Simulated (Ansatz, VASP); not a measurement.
# One calculation of Hg, two programs

Contents of INCAR:

```
SYSTEM = Hg
  PREC = Accurate
  ENCUT = 520
  EDIFF = 1E-6
  ISMEAR = 0
  SIGMA = 0.05
  LREAL = .False.
  LASPH = .True.
  NELM = 100
  ALGO = Fast
  ISIF = 2
  LWAVE = .False.
  LCHARG = .True.
  GGA = PE
  LELF = .True.
  LVHAR = .True.
  NBANDS = 19
```

The input KPOINTS:

```
regular mesh
0
Gamma
  12 12 6
  0 0 0
```

The input POSCAR:

```
Hg
1.0
    3.4618096384      0.0000000000      0.0000000000
   -1.7309048192      2.9980150899      0.0000000000
    0.0000000000      0.0000000000      5.4875482800
Hg
2
Direct
    0.6666666700      0.3333333300      0.7500000000
    0.3333333300      0.6666666700      0.2500000000
```

Input for Ansatz:

```yaml
crystal:
  lattice:
    - [3.4618096384, 0.0, 0.0]
    - [-1.7309048192, 2.9980150899, 0.0]
    - [0.0, 0.0, 5.48754828]
  atoms:
    - { symbol: Hg, position: [0.66666667, 0.33333333, 0.75] }
    - { symbol: Hg, position: [0.33333333, 0.66666667, 0.25] }
basis:
  ecutwfc: 500
  fft_grid_basis: typed
kpoints:
  mp_grid: { grid: [12, 12, 6] }
hamiltonian:
  xc: pbe
  pseudopotentials: { kind: paw }
scf:
  occupations: { method: gaussian, width: 0.05 }
output:
  forces: true
  stress: true
  eigenvalues: true
  bader: true
  write_density: true
  volumetric_format: npy
  elf: true
```

Alike in both runs: task single point; functional PBE; k mesh 12 × 12 × 6; occupations gaussian, width 0.05 eV; no spin polarisation.

|  | VASP | Ansatz |
| --- | --- | --- |
| version | VASP 6.6.1 | Ansatz 0.2.0 |
| potentials or method | VASP PAW PBE potentials, release 64 (Hg), cutoff 520 eV | scalar-relativistic, plane waves, PAW |
| valence electrons in the cell | 24 | 40 |

|  | VASP | Ansatz | Ansatz less VASP |
| --- | --- | --- | --- |
| gap on the k mesh at the Fermi level (eV) | none | none | - |
| pressure (GPa) | 1.0 | 0.9 | -0.11 |
| traceless stress, the component that is largest in VASP (GPa) | 0.08 | 0.08 | -0.008 |

A gap of «none» marks a metal or a gap that the smearing closes. VASP's potentials hold 24 valence electrons a cell and Ansatz's 40, so a difference there can come from the potentials and not from the codes.

Spin-orbit coupling is off throughout.
